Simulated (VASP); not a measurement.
# Sr (Fm-3m) in VASP: a series of runs, part 2 of 2

VASP 6.6.1. Earlier steps stand in the parts before.

**3. Single point, PBEsol (strained)**

Input file INCAR:

```
ALGO = Fast
EDIFF = 1E-7
ENCUT = 520
GGA = PS
ISIF = 2
ISMEAR = 0
LASPH = T
LCHARG = F
LREAL = F
LWAVE = F
NBANDS = 11
NELM = 60
PREC = Accurate
SIGMA = 0.05
```

Input file KPOINTS:

```
k-points
0
Gamma
  10 10 10
```

Input file POSCAR:

```
Sr
1.0
    0.0000000000      3.1439949135      3.1439949135
    3.1439949135      0.0000000000      3.1439949135
    3.1439949135      3.1439949135      0.0000000000
Sr
1
Direct
    0.0000000000      0.0000000000      0.0000000000
```

Potentials or basis: VASP PAW PBE potentials, release 64 (Sr_sv).

Started as:

```
$ cat potpaw_PBE.64/Sr_sv/POTCAR > POTCAR
$ mpirun -np 1 vasp_std > vasp.out
```

OUTCAR:

```text
EDIFF = 1E-7
   ENCUT = 520
   GGA = PS
   ISIF = 2
   ISMEAR = 0
   LASPH = T
   LREAL = F
   NELM = 60
   PREC = Accurate

 ion  position               nearest neighbor table
   1  0.000  0.000  0.000-

  LATTYP: Found a face centered cubic cell.
 ALAT       =     6.2879898270

  Lattice vectors:

 A1 = (   0.0000000000,   3.1439949135,   3.1439949135)
 A2 = (   3.1439949135,   0.0000000000,   3.1439949135)
 A3 = (   3.1439949135,   3.1439949135,   0.0000000000)

Analysis of symmetry for initial positions (statically):
=====================================================================
 Subroutine PRICEL returns:
 Original cell was already a primitive cell.

 Routine SETGRP: Setting up the symmetry group for a
 face centered cubic supercell.

 Subroutine GETGRP returns: Found 48 space group operations
 (whereof 48 operations were pure point group operations)
 out of a pool of 48 trial point group operations.

The static configuration has the point symmetry O_h .

Analysis of symmetry for dynamics (positions and initial velocities):
=====================================================================
 Subroutine PRICEL returns:
 Original cell was already a primitive cell.

 Routine SETGRP: Setting up the symmetry group for a
 face centered cubic supercell.

 Subroutine GETGRP returns: Found 48 space group operations
 (whereof 48 operations were pure point group operations)
 out of a pool of 48 trial point group operations.

The dynamic configuration has the point symmetry O_h .

 Subroutine INISYM returns: Found 48 space group operations
 (whereof 48 operations are pure point group operations),
 and found     1 'primitive' translations

----------------------------------------------------------------------------------------

                                     Primitive cell

  volume of cell :      62.1549

  direct lattice vectors                    reciprocal lattice vectors
     0.000000000  3.143994913  3.143994913    -0.159033336  0.159033336  0.159033336
     3.143994913  0.000000000  3.143994913     0.159033336 -0.159033336  0.159033336
     3.143994913  3.143994913  0.000000000     0.159033336  0.159033336 -0.159033336

  length of vectors
     4.446280247  4.446280247  4.446280247     0.275453818  0.275453818  0.275453818

  position of ions in fractional coordinates (direct lattice)
     0.000000000  0.000000000  0.000000000

  ion indices of the primitive-cell ions
   primitive index   ion index
                 1           1

----------------------------------------------------------------------------------------

 KPOINTS: k-points

Automatic generation of k-mesh.
 Grid dimensions read from file:
 generate k-points for:   10   10   10

 Generating k-lattice:

  Cartesian coordinates                     Fractional coordinates (reciprocal lattice)
    -0.015903334  0.015903334  0.015903334     0.100000000  0.000000000  0.000000000
     0.015903334 -0.015903334  0.015903334     0.000000000  0.100000000  0.000000000
     0.015903334  0.015903334 -0.015903334     0.000000000  0.000000000  0.100000000

  Length of vectors
     0.027545382  0.027545382  0.027545382

  Shift w.r.t. Gamma in fractional coordinates (k-lattice)
     0.000000000  0.000000000  0.000000000

 Subroutine IBZKPT returns following result:
 ===========================================

 Found     47 irreducible k-points:

 Following reciprocal coordinates:
            Coordinates               Weight
  0.000000  0.000000  0.000000      1.000000
  0.100000  0.000000  0.000000      8.000000
  0.200000  0.000000  0.000000      8.000000
  0.300000  0.000000  0.000000      8.000000
  0.400000  0.000000  0.000000      8.000000
  0.500000  0.000000  0.000000      4.000000
[... 16 lines left out ...]
  0.300000  0.300000  0.000000      6.000000
  0.400000  0.300000  0.000000     24.000000
 [... further k-points ...]
   k-points           NKPTS =     47   k-points in BZ     NKDIM =     47   number of bands    NBANDS=     11
   number of dos      NEDOS =    301   number of ions     NIONS =      1
   total plane-waves  NPLWV =  46656
   dimension x,y,z NGX =    36 NGY =   36 NGZ =   36
   dimension x,y,z NGXF=    72 NGYF=   72 NGZF=   72
   ions per type =               1
   NGX,Y,Z   is equivalent  to a cutoff of  13.46, 13.46, 13.46 a.u.
   NGXF,Y,Z  is equivalent  to a cutoff of  26.92, 26.92, 26.92 a.u.
 SYSTEM =  unknown system
   PREC   = accura    normal or accurate (medium, high low for compatibility)
   ISTART =      0    job   : 0-new  1-cont  2-samecut
   ICHARG =      2    charge: 1-file 2-atom 10-const
   ISPIN  =      1    spin polarized calculation?
   LNONCOLLINEAR =      F non collinear calculations
   LSORBIT =      F    spin-orbit coupling
   LASPH  =      T    aspherical Exc in radial PAW
   ENCUT  =  520.0 eV  38.22 Ry    6.18 a.u.   8.27  8.27  8.27*2*pi/ulx,y,z
   NELM   =     60;   NELMIN=  2; NELMDL= -5     # of ELM steps
   EDIFF  = 0.1E-06   stopping-criterion for ELM
   LREAL  =      F    real-space projection
   EDIFFG = 0.1E-05   stopping-criterion for IOM
   NSW    =      0    number of steps for IOM
   IBRION =     -1    ionic relax: 0-MD 1-quasi-New 2-CG
   NFREE  =      0    steps in history (QN), initial steepest desc. (CG)
   ISIF   =      2    stress and relaxation
   ISYM   =      2    0-nonsym 1-usesym 2-fastsym
   POTIM  = 0.5000    time-step for ionic-motion
   TEBEG  =    0.0;   TEEND  =   0.0 temperature during run
   PSTRESS=    0.0 pullay stress
   NELECT =      10.0000    total number of electrons
   NUPDOWN=      -1.0000    fix difference up-down
   EMIN   =  10.00;   EMAX   =-10.00  energy-range for DOS
   EFERMI =   0.00;   METHOD = LEGACY
   ISMEAR =     0;   SIGMA  =   0.05  broadening in eV -4-tet -1-fermi 0-gaus
   EFERMI_NEDOS =   21; number of points for ismear=-14 and -15
   IALGO  =     68    algorithm
   IMIX   =      4    mixing-type and parameters
     AMIX     =   0.40;   BMIX     =  1.00
     AMIX_MAG =   1.60;   BMIX_MAG =  1.00
  volume/ion in A,a.u.               =      62.15       419.44
  Fermi-wavevector in a.u.,A,eV,Ry     =   0.890396  1.682604 10.786757  0.792804
  Thomas-Fermi vector in A             =   2.012081
   LORBIT       =      0    0 simple, 1 ext, 2 COOP (PROOUT), +10 PAW based schemes
   GGA     = PS    functional components
   LHFCALC =     F    Hartree Fock is set to
   AEXX    =    0.0000 exact exchange contribution
   IVDW    =     0    specifies the selected vdW correction
   LEPSILON=     F    determine dielectric tensor
   LRPA    =     F    only Hartree local field effects (RPA)
 non-spin polarized calculation
 RMM-DIIS sequential band-by-band and
 Gauss-broadening in eV      SIGMA  =   0.05
  energy-cutoff  :      520.00
  volume of cell :       62.15
 maximum number of plane-waves:      1695
 NGX is ok and might be reduce to    36
   NGX = 17   NGY = 17   NGZ = 17

 number of electron      10.0000000 magnetization

 Free energy of the ion-electron system (eV)
  ---------------------------------------------------
  ext. energy  EPLUGINS =         0.00000000
  ---------------------------------------------------
  free energy    TOTEN  =        -1.77995451 eV

  energy without entropy =       -1.77693439  energy(sigma->0) =       -1.77844445

 E-fermi :   1.1127     XC(G=0):  -7.0638

 val. band max:        1.1086407196   @ k =  -0.3000   0.4000   0.1000
 cond. band min:       1.1174811708   @ k =  -0.4000   0.3000   0.0000
 fundamental gap:      0.0088404512
 Fermi energy:         1.1126990413

 k-point     1 :       0.0000    0.0000    0.0000
  band No.  band energies     occupation
      1     -35.6869      2.00000
      2     -17.6022      2.00000
      3     -17.6022      2.00000
      4     -17.6022      2.00000
      5      -2.3617      2.00000
      6       3.3023      0.00000
      7       3.3023      0.00000
      8       3.3023      0.00000
      9       4.5899      0.00000
     10       4.5899      0.00000
     11       7.8557      0.00000
[... 309 lines left out ...]
 k-point    24 :       0.4000    0.3000    0.0000
  band No.  band energies     occupation
      1     -35.6787      2.00000
      2     -17.6984      2.00000
      3     -17.6420      2.00000
      4     -17.6381      2.00000
      5      -0.2537      2.00000
      6       1.7734      0.00000
      7       2.3721      0.00000
      8       4.2798      0.00000
      9       4.5692      0.00000
     10       5.4150      0.00000
     11       6.6946      0.00000

 [... further k-points ...]

------------------------ aborting loop because EDIFF is reached ----------------------------------------

  FORCE on cell =-STRESS in cart. coord.  units (eV):
  Direction    XX          YY          ZZ          XY          YZ          ZX
  --------------------------------------------------------------------------------------
  -------------------------------------------------------------------------------------
  Total       -0.6258027     -0.6258027     -0.6258027      0.0000000      0.0000000      0.0000000
  in kB      -16.1314175    -16.1314175    -16.1314175      0.0000000      0.0000000      0.0000000
  external PRESSURE =     -16.1314175 kB  Pullay stress =       0.0000000 kB

 VOLUME and BASIS-vectors are now :
 -----------------------------------------------------------------------------
  energy-cutoff  :      520.00
  volume of cell :       62.15
      direct lattice vectors                 reciprocal lattice vectors
     0.000000000  3.143994913  3.143994913    -0.159033336  0.159033336  0.159033336
     3.143994913  0.000000000  3.143994913     0.159033336 -0.159033336  0.159033336
     3.143994913  3.143994913  0.000000000     0.159033336  0.159033336 -0.159033336

 POSITION                                       TOTAL-FORCE (eV/Angst)
 -----------------------------------------------------------------------------------
      0.00000      0.00000      0.00000         0.000000      0.000000      0.000000
 -----------------------------------------------------------------------------------
    total drift:                               -0.000000      0.000000      0.000000

  FREE ENERGIE OF THE ION-ELECTRON SYSTEM (eV)
  ---------------------------------------------------
  free  energy   TOTEN  =        -1.7799545136 eV

  energy  without entropy=       -1.7769343902  energy(sigma->0) =       -1.77844445
```

OSZICAR:

```text
N       E                     dE             d eps       ncg     rms          rms(c)
DAV:   1     0.352950005095E+02    0.35295E+02   -0.45469E+03  1034   0.756E+02
DAV:   2    -0.390843294200E-01   -0.35334E+02   -0.34741E+02  1189   0.151E+02
DAV:   3    -0.169816165622E+01   -0.16591E+01   -0.16437E+01  1578   0.238E+01
DAV:   4    -0.177706079985E+01   -0.78899E-01   -0.78647E-01  1320   0.459E+00
DAV:   5    -0.177900726983E+01   -0.19465E-02   -0.19463E-02  1549   0.533E-01    0.108E+01
RMM:   6    -0.177957436069E+01   -0.56709E-03   -0.61560E-03  1091   0.922E-01    0.607E+00
RMM:   7    -0.177974978689E+01   -0.17543E-03   -0.12526E-02  1183   0.134E+00    0.266E-01
RMM:   8    -0.177985432520E+01   -0.10454E-03   -0.28110E-03  1397   0.371E-01    0.623E-02
RMM:   9    -0.177993096516E+01   -0.76640E-04   -0.53182E-04  1617   0.105E-01    0.524E-02
RMM:  10    -0.177995359679E+01   -0.22632E-04   -0.90031E-05  1505   0.626E-02    0.903E-02
RMM:  11    -0.177995310623E+01    0.49055E-06   -0.54801E-05  1556   0.429E-02    0.798E-03
RMM:  12    -0.177995405667E+01   -0.95044E-06   -0.77413E-06  1691   0.121E-02    0.884E-03
RMM:  13    -0.177995431649E+01   -0.25982E-06   -0.13531E-06  1509   0.601E-03    0.176E-03
RMM:  14    -0.177995448976E+01   -0.17327E-06   -0.38624E-07  1273   0.342E-03    0.200E-04
RMM:  15    -0.177995451361E+01   -0.23855E-07   -0.15014E-07  1102   0.162E-03
   1 F= -.17799545E+01 E0= -.17784445E+01  d E =-.302012E-02
```

Wall time 16 s (1 thread of Intel Xeon 6975P-C (Granite Rapids), shared host); peak memory 0.21 GiB.

Results:

* Free energy: -1.7800 eV
* Pressure: -1.6 GPa
* Band gap on the k mesh: zero (band 5 reaches 1.18 eV, above the bottom of band 6 at 1.06 eV)

Levels at points of the mesh, in eV from the Fermi level:
```csv
k point,band 1,band 2,band 3,band 4,band 5,band 6,band 7,band 8,band 9,band 10
"(0.00, 0.00, 0.00)",-36.80,-18.71,-18.71,-18.71,-3.47,2.19,2.19,2.19,3.48,3.48
"(0.50, 0.00, 0.00)",-36.79,-18.84,-18.73,-18.73,-1.09,-0.06,2.06,2.06,4.38,4.38
"(0.50, 0.50, 0.00)",-36.79,-18.83,-18.76,-18.76,-0.53,0.42,0.81,4.39,4.65,4.74
```

Caveat: the cell differs from its parent crystal (strained); the PAW data sets were made with another functional, which shifts forces and pressure a little.

**4. Single point, PBEsol (strained)**

Input file INCAR:

```
PREC = Accurate ; ENCUT = 520
EDIFF = 1E-7 ; ISMEAR = 0
SIGMA = 0.05 ; LREAL = False
LASPH = True ; NELM = 60
ALGO = Normal ; ISIF = 2
LWAVE = False ; LCHARG = False
GGA = PS ; NBANDS = 11
```

Input file KPOINTS:

```
Automatic mesh
0
Gamma
  10 10 10
```

Input file POSCAR:

```
Sr
1.0
    0.0000000000      3.1749964600      3.1749964600
    3.1749964600      0.0000000000      3.1749964600
    3.1749964600      3.1749964600      0.0000000000
Sr
1
Direct
    0.0000000000      0.0000000000      0.0000000000
```

Started as:

```
$ cat potpaw_PBE.64/Sr_sv/POTCAR > POTCAR
$ mpirun -np 1 vasp_std > vasp.out
```

Run time: 11 s. Hardware: 1 thread of Intel Xeon 6975P-C (Granite Rapids), shared host; peak memory 0.21 GiB.

Results (log left out):

- Free energy: -1.7603 eV
- Pressure: -1.8 GPa
- Band gap on the k mesh: zero (band 5 reaches 1.10 eV, above the bottom of band 6 at 0.95 eV)

Levels at points of the mesh, in eV from the Fermi level:
```tsv
k point	band 1	band 2	band 3	band 4	band 5	band 6	band 7	band 8	band 9	band 10
(0.00, 0.00, 0.00)	-36.86	-18.77	-18.77	-18.77	-3.42	2.16	2.16	2.16	3.41	3.41
(0.50, 0.00, 0.00)	-36.85	-18.89	-18.79	-18.79	-1.07	-0.07	2.04	2.04	4.28	4.28
(0.50, 0.50, 0.00)	-36.85	-18.88	-18.82	-18.82	-0.50	0.44	0.77	4.29	4.53	4.54
```

Caveat: the cell differs from its parent crystal (strained); the PAW data sets were made with another functional, which shifts forces and pressure a little.

**5. Overview**

```tsv
cell	gap on the mesh (eV)	pressure (GPa)
a = 4.412 Å, angles 60.0°, 1 atom	none	-1.5
a = 4.446 Å, angles 60.0°, 1 atom	none	-1.6
a = 4.490 Å, angles 60.0°, 1 atom	none	-1.8
```

Alike in all rows: task single point; level PBEsol; potentials or basis VASP PAW PBE potentials, release 64 (Sr_sv); no spin polarisation; k mesh 10 × 10 × 10; cutoff (eV) 520; smearing gaussian 0.05 eV.

Caveats: the PAW data sets were made with another functional, which shifts forces and pressure a little.

Total energies depend on the potentials used, so only differences within one code and one set of settings carry meaning.
